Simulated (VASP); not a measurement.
The system is Ga.

```
Ga
1.0
     2.26150   -3.83050    0.00000
     2.26150    3.83050    0.00000
     0.00000    0.00000    4.52400
Ga
4
Direct
  0.34510 0.65490 0.41900
  0.15490 0.84510 0.91900
  0.65490 0.34510 0.58100
  0.84510 0.15490 0.08100
```

* Program: VASP 6.6.1
* Task: relaxation of cell and atoms
* Functional: PBEsol
* Potentials or basis: VASP PAW PBE potentials, release 64 (Ga_d)
* Cutoff: 600 eV
* k mesh: 7 × 7 × 6
* Occupations: fermi-dirac, width 0.05 eV
* Spin: no spin polarisation

At the start: pressure -1.6 GPa; volume 19.59 Å³/atom.

How do energy, volume and symmetry change on relaxing?

Over 5 steps the energy falls by 4.5 meV/atom and the volume is 19.00 Å³/atom (-3.0 %); space group Cmce (No. 64, to 0.1 Å) before and after.

Step by step:
| step | energy change (eV) | largest force (eV/Å) | pressure (GPa) | volume (Å³) |
| --- | --- | --- | --- | --- |
| 1 | 0.0000 | 0.1186 | -1.57 | 78.38 |
| 2 | -0.0149 | 0.0215 | -0.01 | 76.21 |
| 3 | -0.0149 | 0.0226 | 0.10 | 76.08 |
| 4 | -0.0166 | 0.0187 | 0.08 | 76.06 |
| 5 | -0.0179 | 0.0122 | 0.09 | 75.99 |

Final structure:
```yaml
crystal:
  lattice:
    - [2.20359, -3.80034, 0.00000]
    - [2.20359, 3.80034, 0.00000]
    - [0.00000, 0.00000, 4.53725]
  atoms:
    - { symbol: Ga, position: [0.34443, 0.65557, 0.41770] }
    - { symbol: Ga, position: [0.15557, 0.84443, 0.91770] }
    - { symbol: Ga, position: [0.65557, 0.34443, 0.58230] }
    - { symbol: Ga, position: [0.84443, 0.15557, 0.08230] }
```

Caveat: the PAW data sets were made with another functional, which shifts forces and pressure a little.
